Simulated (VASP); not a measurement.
# Al2O3 (Pnnm) in VASP: further runs

Aim: see how the results for Al2O3 move with the level of theory and the settings. Levels: r2SCAN, LDA, PBE. Tasks: single point.

Everything below comes from runs of VASP 6.6.1. Logs are shortened: lines on timing, memory, paths and dates and some standing lists are left out, and cuts for length are marked.

**1. The cell of the first run**

The structure is orthorhombic, space group Pnnm (No. 58). Conventional cell: a = 4.614 Å, b = 9.563 Å, c = 3.120 Å, α = 90.00°, β = 90.00°, γ = 90.00°. Within 2.2 Å of Al (site symmetry m) lie 4 O at 1.68 to 1.82 Å. O (site symmetry 2/m) has 2 Al at 1.68 Å within 2.2 Å. O (site symmetry m) has 3 Al at 1.82 Å within 2.4 Å.

**2. Single point, r2SCAN**

POSCAR

```
Al2O3
1.0
    4.6137770000      0.0000000000      0.0000000000
    0.0000000000      9.5632790000      0.0000000000
    0.0000000000      0.0000000000      3.1198620000
Al O
4 6
Direct
    0.9829750000      0.8245730000      0.0000000000
    0.0170250000      0.1754270000      0.0000000000
    0.4829750000      0.6754270000      0.5000000000
    0.5170250000      0.3245730000      0.5000000000
    0.5000000000      0.5000000000      0.5000000000
    0.1236350000      0.7530500000      0.5000000000
    0.3763650000      0.2530500000      0.0000000000
    0.6236350000      0.7469500000      0.0000000000
    0.0000000000      0.0000000000      0.0000000000
    0.8763650000      0.2469500000      0.5000000000
```

INCAR.step1

```
SYSTEM = Al2O3
PREC     = Accurate       ! precision mode
ENCUT    = 520            ! plane-wave cutoff, eV
ISMEAR   = -1             ! smearing method
SIGMA    = 0.05           ! smearing width, eV
LREAL    = .False.        ! projectors in reciprocal space
LASPH    = .True.         ! aspherical terms in the spheres
NELM     = 80             ! most SCF steps
NBANDS   = 35             ! bands
GGA      = PE             ! functional
ALGO     = Normal         ! electronic algorithm
EDIFF    = 1E-4           ! SCF threshold, eV
LWAVE    = .True.         ! write WAVECAR
LCHARG   = .False.        ! write CHGCAR
```

INCAR.step2

```
SYSTEM = Al2O3
PREC     = Accurate       ! precision mode
ENCUT    = 520            ! plane-wave cutoff, eV
EDIFF    = 1E-6           ! SCF threshold, eV
ISMEAR   = -1             ! smearing method
SIGMA    = 0.05           ! smearing width, eV
LREAL    = .False.        ! projectors in reciprocal space
LASPH    = .True.         ! aspherical terms in the spheres
NELM     = 80             ! most SCF steps
ALGO     = Normal         ! electronic algorithm
ISIF     = 2              ! what is computed and relaxed
LWAVE    = .False.        ! write WAVECAR
LCHARG   = .False.        ! write CHGCAR
METAGGA  = R2SCAN         ! meta-GGA
LMIXTAU  = .True.       
NBANDS   = 35             ! bands
ISTART   = 1
```

KPOINTS

```
regular mesh
0
Gamma
  6 3 9
  0 0 0
```

Potentials or basis: VASP PAW PBE potentials, release 64 (Al, O).

Launch:

```sh
$ cat potpaw_PBE.64/Al/POTCAR potpaw_PBE.64/O/POTCAR > POTCAR
$ cp INCAR.step1 INCAR
$ mpirun -np 1 vasp_std > vasp.out
$ cp INCAR.step2 INCAR
$ mpirun -np 1 vasp_std > vasp.out
```

OUTCAR:

```text
SYSTEM = Al2O3
   PREC = Accurate
   ENCUT = 520
   EDIFF = 1E-6
   ISMEAR = -1
   LREAL = .False.
   LASPH = .True.
   NELM = 80
   ISIF = 2
   METAGGA = R2SCAN
   ISTART = 1

 ion  position               nearest neighbor table
   1  0.983  0.825  0.000-   9 1.68   8 1.82   6 1.82   6 1.82   3 3.13   3 3.13   3 3.13   3 3.13
                             2 3.36
   2  0.017  0.175  0.000-   9 1.68   7 1.82  10 1.82  10 1.82   4 3.13   4 3.13   4 3.13   4 3.13
                             1 3.36
   3  0.483  0.675  0.500-   5 1.68   6 1.82   8 1.82   8 1.82   1 3.13   1 3.13   1 3.13   1 3.13
                             4 3.36
   4  0.517  0.325  0.500-   5 1.68  10 1.82   7 1.82   7 1.82   2 3.13   2 3.13   2 3.13   2 3.13
                             3 3.36
   5  0.500  0.500  0.500-   3 1.68   4 1.68
   6  0.124  0.753  0.500-   3 1.82   1 1.82   1 1.82
   7  0.376  0.253  0.000-   2 1.82   4 1.82   4 1.82
   8  0.624  0.747  0.000-   1 1.82   3 1.82   3 1.82
   9  0.000  0.000  0.000-   1 1.68   2 1.68
  10  0.876  0.247  0.500-   4 1.82   2 1.82   2 1.82

  LATTYP: Found a simple orthorhombic cell.
 ALAT       =     3.1198620000
 B/A-ratio  =     1.4788400897
 C/A-ratio  =     3.0652891057

  Lattice vectors:

 A1 = (   0.0000000000,   0.0000000000,   3.1198620000)
 A2 = (   4.6137770000,   0.0000000000,   0.0000000000)
 A3 = (   0.0000000000,   9.5632790000,   0.0000000000)

Analysis of symmetry for initial positions (statically):
=====================================================================
 Subroutine PRICEL returns:
 Original cell was already a primitive cell.

 Routine SETGRP: Setting up the symmetry group for a
 simple orthorhombic supercell.

 Subroutine GETGRP returns: Found  8 space group operations
 (whereof  4 operations were pure point group operations)
 out of a pool of  8 trial point group operations.

The static configuration has the point symmetry C_2h.
 The point group associated with its full space group is D_2h.

Analysis of symmetry for dynamics (positions and initial velocities):
=====================================================================
 Subroutine PRICEL returns:
 Original cell was already a primitive cell.

 Routine SETGRP: Setting up the symmetry group for a
 simple orthorhombic supercell.

 Subroutine GETGRP returns: Found  8 space group operations
 (whereof  4 operations were pure point group operations)
 out of a pool of  8 trial point group operations.

The dynamic configuration has the point symmetry C_2h.
 The point group associated with its full space group is D_2h.

 Subroutine INISYM returns: Found  8 space group operations
 (whereof  4 operations are pure point group operations),
 and found     1 'primitive' translations

----------------------------------------------------------------------------------------

                                     Primitive cell

  volume of cell :     137.6572

  direct lattice vectors                    reciprocal lattice vectors
     4.613777000  0.000000000  0.000000000     0.216742162  0.000000000  0.000000000
     0.000000000  9.563279000  0.000000000     0.000000000  0.104566645  0.000000000
     0.000000000  0.000000000  3.119862000     0.000000000  0.000000000  0.320526998

  length of vectors
     4.613777000  9.563279000  3.119862000     0.216742162  0.104566645  0.320526998

  position of ions in fractional coordinates (direct lattice)
     0.982975000  0.824573000  0.000000000
     0.017025000  0.175427000  0.000000000
     0.482975000  0.675427000  0.500000000
     0.517025000  0.324573000  0.500000000
     0.500000000  0.500000000  0.500000000
     0.123635000  0.753050000  0.500000000
     0.376365000  0.253050000  0.000000000
     0.623635000  0.746950000  0.000000000
     0.000000000  0.000000000  0.000000000
     0.876365000  0.246950000  0.500000000

  ion indices of the primitive-cell ions
   primitive index   ion index
                 1           1
                 2           2
                 3           3
                 4           4
                 5           5
                 6           6
                 7           7
                 8           8
                 9           9
                10          10

----------------------------------------------------------------------------------------

 KPOINTS: regular mesh

Automatic generation of k-mesh.
 Grid dimensions read from file:
 generate k-points for:    6    3    9

 Generating k-lattice:

  Cartesian coordinates                     Fractional coordinates (reciprocal lattice)
     0.036123694  0.000000000  0.000000000     0.166666667  0.000000000  0.000000000
     0.000000000  0.034855548  0.000000000     0.000000000  0.333333333  0.000000000
     0.000000000  0.000000000  0.035614111     0.000000000  0.000000000  0.111111111

  Length of vectors
     0.036123694  0.034855548  0.035614111

  Shift w.r.t. Gamma in fractional coordinates (k-lattice)
     0.000000000  0.000000000  0.000000000

 Subroutine IBZKPT returns following result:
 ===========================================

 Found     40 irreducible k-points:

 Following reciprocal coordinates:
            Coordinates               Weight
  0.000000  0.000000  0.000000      1.000000
  0.166667  0.000000  0.000000      2.000000
  0.333333  0.000000  0.000000      2.000000
  0.500000  0.000000  0.000000      1.000000
  0.000000  0.333333  0.000000      2.000000
  0.166667  0.333333  0.000000      4.000000
[... 16 lines left out ...]
  0.333333  0.333333  0.222222      8.000000
  0.500000  0.333333  0.222222      4.000000
 [... further k-points ...]
   k-points           NKPTS =     40   k-points in BZ     NKDIM =     40   number of bands    NBANDS=     35
   number of dos      NEDOS =    301   number of ions     NIONS =     10
   total plane-waves  NPLWV =  62208
   dimension x,y,z NGX =    36 NGY =   72 NGZ =   24
   dimension x,y,z NGXF=    72 NGYF=  144 NGZF=   48
   ions per type =               4   6
   NGX,Y,Z   is equivalent  to a cutoff of  12.97, 12.52, 12.79 a.u.
   NGXF,Y,Z  is equivalent  to a cutoff of  25.94, 25.03, 25.58 a.u.
 SYSTEM =  Al2O3
   PREC   = accura    normal or accurate (medium, high low for compatibility)
   ISTART =      1    job   : 0-new  1-cont  2-samecut
   ICHARG =      0    charge: 1-file 2-atom 10-const
   ISPIN  =      1    spin polarized calculation?
   LNONCOLLINEAR =      F non collinear calculations
   LSORBIT =      F    spin-orbit coupling
   LASPH  =      T    aspherical Exc in radial PAW
   ENCUT  =  520.0 eV  38.22 Ry    6.18 a.u.   8.58 17.78  5.80*2*pi/ulx,y,z
   NELM   =     80;   NELMIN=  2; NELMDL=  0     # of ELM steps
   EDIFF  = 0.1E-05   stopping-criterion for ELM
   LREAL  =      F    real-space projection
   EDIFFG = 0.1E-04   stopping-criterion for IOM
   NSW    =      0    number of steps for IOM
   IBRION =     -1    ionic relax: 0-MD 1-quasi-New 2-CG
   NFREE  =      0    steps in history (QN), initial steepest desc. (CG)
   ISIF   =      2    stress and relaxation
   ISYM   =      2    0-nonsym 1-usesym 2-fastsym
   POTIM  = 0.5000    time-step for ionic-motion
   TEBEG  =    0.0;   TEEND  =   0.0 temperature during run
   PSTRESS=    0.0 pullay stress
   NELECT =      48.0000    total number of electrons
   NUPDOWN=      -1.0000    fix difference up-down
   EMIN   =  10.00;   EMAX   =-10.00  energy-range for DOS
   EFERMI =   0.00;   METHOD = LEGACY
   ISMEAR =    -1;   SIGMA  =   0.05  broadening in eV -4-tet -1-fermi 0-gaus
   EFERMI_NEDOS =   21; number of points for ismear=-14 and -15
   IALGO  =     38    algorithm
   IMIX   =      4    mixing-type and parameters
     AMIX     =   0.40;   BMIX     =  1.00
     AMIX_MAG =   1.60;   BMIX_MAG =  1.00
  volume/ion in A,a.u.               =      13.77        92.90
  Fermi-wavevector in a.u.,A,eV,Ry     =   1.152274  2.177482 18.064926  1.327735
  Thomas-Fermi vector in A             =   2.288926
   LORBIT       =      0    0 simple, 1 ext, 2 COOP (PROOUT), +10 PAW based schemes
   METAGGA = R2SCAN    functional components
   LHFCALC =     F    Hartree Fock is set to
   AEXX    =    0.0000 exact exchange contribution
   IVDW    =     0    specifies the selected vdW correction
   LEPSILON=     F    determine dielectric tensor
   LRPA    =     F    only Hartree local field effects (RPA)
 non-spin polarized calculation
  energy-cutoff  :      520.00
  volume of cell :      137.66
 maximum number of plane-waves:      3737
 NGX is ok and might be reduce to    36
   NGX = 17   NGY = 35   NGZ = 11

 number of electron      48.0000028 magnetization

 Free energy of the ion-electron system (eV)
  ---------------------------------------------------
  ext. energy  EPLUGINS =         0.00000000
  ---------------------------------------------------
  free energy    TOTEN  =       -94.65190612 eV

  energy without entropy =      -94.65190612  energy(sigma->0) =      -94.65190612

 E-fermi :   2.6304     XC(G=0):  -9.2203

 val. band max:        1.4529257627   @ k =   0.0000   0.0000   0.0000
 cond. band min:       5.5637441387   @ k =   0.0000   0.0000   0.0000
 fundamental gap:      4.1108183760
 Fermi energy:         2.6304279017

 k-point     1 :       0.0000    0.0000    0.0000
  band No.  band energies     occupation
      1     -18.4882      2.00000
      2     -18.4188      2.00000
      3     -17.1987      2.00000
      4     -17.1750      2.00000
      5     -15.8473      2.00000
      6     -15.7428      2.00000
[... 27 lines left out ...]
     34      13.0302      0.00000
     35      14.3555      0.00000

 k-point     2 :       0.1667    0.0000    0.0000
  band No.  band energies     occupation
      1     -18.4137      2.00000
      2     -18.3456      2.00000
      3     -17.3019      2.00000
      4     -17.2703      2.00000
      5     -15.8347      2.00000
      6     -15.7463      2.00000
[... 27 lines left out ...]
     34      12.8045      0.00000
     35      13.8086      0.00000

 k-point     3 :       0.3333    0.0000    0.0000
  band No.  band energies     occupation
      1     -18.2036      2.00000
      2     -18.1391      2.00000
      3     -17.5666      2.00000
      4     -17.5208      2.00000
      5     -15.8066      2.00000
      6     -15.7576      2.00000
[... 27 lines left out ...]
     34      12.5970      0.00000
     35      13.3770      0.00000
[... 723 lines left out ...]
 k-point    23 :       0.3333    0.3333    0.2222
  band No.  band energies     occupation
      1     -17.9799      2.00000
      2     -17.9553      2.00000
      3     -17.4729      2.00000
      4     -17.4591      2.00000
      5     -15.7317      2.00000
      6     -15.7088      2.00000
[... 27 lines left out ...]
     34      12.9380      0.00000
     35      13.4313      0.00000

 k-point    24 :       0.5000    0.3333    0.2222
  band No.  band energies     occupation
      1     -17.7419      2.00000
      2     -17.7419      2.00000
      3     -17.7036      2.00000
      4     -17.7036      2.00000
      5     -15.7174      2.00000
      6     -15.7174      2.00000
[... 27 lines left out ...]
     34      13.0118      0.00000
     35      13.2227      0.00000

 [... further k-points ...]

------------------------ aborting loop because EDIFF is reached ----------------------------------------

  FORCE on cell =-STRESS in cart. coord.  units (eV):
  Direction    XX          YY          ZZ          XY          YZ          ZX
  --------------------------------------------------------------------------------------
  -------------------------------------------------------------------------------------
  Total       -2.0160851     -2.2051677     -6.6781405      0.0000000      0.0000000      0.0000000
  in kB      -23.4650034    -25.6657170    -77.7261798      0.0000000      0.0000000      0.0000000
  external PRESSURE =     -42.2856334 kB  Pullay stress =       0.0000000 kB

 VOLUME and BASIS-vectors are now :
 -----------------------------------------------------------------------------
  energy-cutoff  :      520.00
  volume of cell :      137.66
      direct lattice vectors                 reciprocal lattice vectors
     4.613777000  0.000000000  0.000000000     0.216742162  0.000000000  0.000000000
     0.000000000  9.563279000  0.000000000     0.000000000  0.104566645  0.000000000
     0.000000000  0.000000000  3.119862000     0.000000000  0.000000000  0.320526998

 POSITION                                       TOTAL-FORCE (eV/Angst)
 -----------------------------------------------------------------------------------
      4.53523      7.88562      0.00000        -0.099368     -0.070275      0.000000
      0.07855      1.67766      0.00000         0.099368      0.070275      0.000000
      2.22834      6.45930      1.55993        -0.099368      0.070275     -0.000000
      2.38544      3.10398      1.55993         0.099368     -0.070275      0.000000
      2.30689      4.78164      1.55993        -0.000000      0.000000      0.000000
      0.57042      7.20163      1.55993         0.212672     -0.016327      0.000000
      1.73646      2.41999      0.00000        -0.212672     -0.016327     -0.000000
      2.87731      7.14329      0.00000         0.212672      0.016327      0.000000
      0.00000      0.00000      0.00000        -0.000000      0.000000      0.000000
      4.04335      2.36165      1.55993        -0.212672      0.016327     -0.000000
 -----------------------------------------------------------------------------------
    total drift:                                0.000000     -0.000000     -0.000000

  FREE ENERGIE OF THE ION-ELECTRON SYSTEM (eV)
  ---------------------------------------------------
  free  energy   TOTEN  =       -94.6519061155 eV

  energy  without entropy=      -94.6519061155  energy(sigma->0) =      -94.65190612
```

Run time: 15 min. Hardware: 1 thread of Intel Xeon 8259CL, shared host; peak memory 0.33 GiB.

Results:

```yaml
Free_energy: -94.6519 eV
Pressure: -4.2 GPa
Largest_force: 0.213 eV/Å
Band_gap_on_the_k_mesh: 4.11 eV
```

Forces on the atoms (eV/Å):
```
Al  -0.099 -0.070  0.000
Al   0.099  0.070  0.000
Al  -0.099  0.070  0.000
Al   0.099 -0.070  0.000
O    0.000  0.000  0.000
O    0.213 -0.016  0.000
O   -0.213 -0.016  0.000
O    0.213  0.016  0.000
O    0.000  0.000  0.000
O   -0.213  0.016  0.000
```

Caveat: the cell stands under tension; the PAW data sets were made with another functional, which shifts forces and pressure a little; an odd mesh through Γ misses points on the zone boundary, where band edges can lie.

(Part 1 of 2 ends here.)
